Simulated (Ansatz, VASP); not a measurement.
Si3N4 in VASP and in Ansatz

Contents of INCAR:

```
PREC     = Accurate       # precision mode
ENCUT    = 520            # plane-wave cutoff, eV
EDIFF    = 1E-8           # SCF threshold, eV
ISMEAR   = 0              # smearing method
SIGMA    = 0.01           # smearing width, eV
LREAL    = F              # projectors in reciprocal space
LASPH    = T              # aspherical terms in the spheres
NELM     = 80             # most SCF steps
ALGO     = Normal         # electronic algorithm
ISIF     = 2              # what is computed and relaxed
LWAVE    = F              # write WAVECAR
LCHARG   = F              # write CHGCAR
GGA      = PS             # functional
LEFG     = T            
NBANDS   = 45             # bands
```

KPOINTS

```
Automatic mesh
0
Gamma
  6 6 8
```

Contents of POSCAR:

```
Si3N4
1.0
    7.6246472077      0.0000000000      0.0000000000
   -3.8123236039      6.6031381768      0.0000000000
    0.0000000000      0.0000000000      2.9104789350
Si N
6 8
Direct
    0.7675713973      0.1739465952      0.2500000000
    0.5936248021      0.7675713973      0.7500000000
    0.8260534048      0.5936248021      0.2500000000
    0.2324286027      0.8260534048      0.7500000000
    0.4063751979      0.2324286027      0.2500000000
    0.1739465952      0.4063751979      0.7500000000
    0.0296263416      0.3299987759      0.2500000000
    0.6996275657      0.0296263416      0.7500000000
    0.6700012241      0.6996275657      0.2500000000
    0.9703736584      0.6700012241      0.7500000000
    0.3003724343      0.9703736584      0.2500000000
    0.3299987759      0.3003724343      0.7500000000
    0.6666666667      0.3333333333      0.2500000000
    0.3333333333      0.6666666667      0.7500000000
```

Input for Ansatz:

```yaml
crystal:
  lattice:
    - [7.6246472123, 0.0, 0.0]
    - [-3.8123236062, 6.6031381808, 0.0]
    - [0.0, 0.0, 2.9104789358]
  atoms:
    - { symbol: Si, position: [0.7675713979, 0.1739465955, 0.25] }
    - { symbol: Si, position: [0.5936248024, 0.7675713979, 0.75] }
    - { symbol: Si, position: [0.8260534045, 0.5936248024, 0.25] }
    - { symbol: Si, position: [0.2324286021, 0.8260534045, 0.75] }
    - { symbol: Si, position: [0.4063751976, 0.2324286021, 0.25] }
    - { symbol: Si, position: [0.1739465955, 0.4063751976, 0.75] }
    - { symbol: "N", position: [0.0296263419, 0.329998776, 0.25] }
    - { symbol: "N", position: [0.6996275659, 0.0296263419, 0.75] }
    - { symbol: "N", position: [0.670001224, 0.6996275659, 0.25] }
    - { symbol: "N", position: [0.9703736581, 0.670001224, 0.75] }
    - { symbol: "N", position: [0.3003724341, 0.9703736581, 0.25] }
    - { symbol: "N", position: [0.329998776, 0.3003724341, 0.75] }
    - { symbol: "N", position: [0.6666666667, 0.3333333333, 0.25] }
    - { symbol: "N", position: [0.3333333333, 0.6666666667, 0.75] }
basis:
  ecutwfc: 420
kpoints:
  mp_grid: { grid: [6, 6, 8] }
hamiltonian:
  xc: pbesol
scf:
  occupations: { method: fixed }
output:
  forces: true
  stress: true
  eigenvalues: true
  efg: {}
checkpoint:
  read: start.run
  write: ck
  compress: false
  write_wavefunctions: false
  write_every: 100000
```

Alike in both runs: task electric field gradients; functional PBEsol; k mesh 6 × 6 × 8; no spin polarisation.

```csv
,VASP,Ansatz
version,VASP 6.6.1,Ansatz 0.2.0
potentials or method,"VASP PAW PBE potentials, release 64 (Si, N), cutoff 520 eV","scalar-relativistic, plane waves, PAW"
occupations,"gaussian, width 0.01 eV",fixed
valence electrons in the cell,64,64
```

```tsv
	VASP	Ansatz	Ansatz less VASP
gap on the k mesh at the Fermi level (eV)	4.19	4.20	+0.011
least direct gap on the mesh (eV)	4.38	4.39	+0.010
pressure (GPa)	0.2	0.0	-0.21
size of Vzz on the site where it differs most (V/Å²)	44.0	47.2	+3.20
```

VASP's potentials were made for PBE, not for PBEsol.
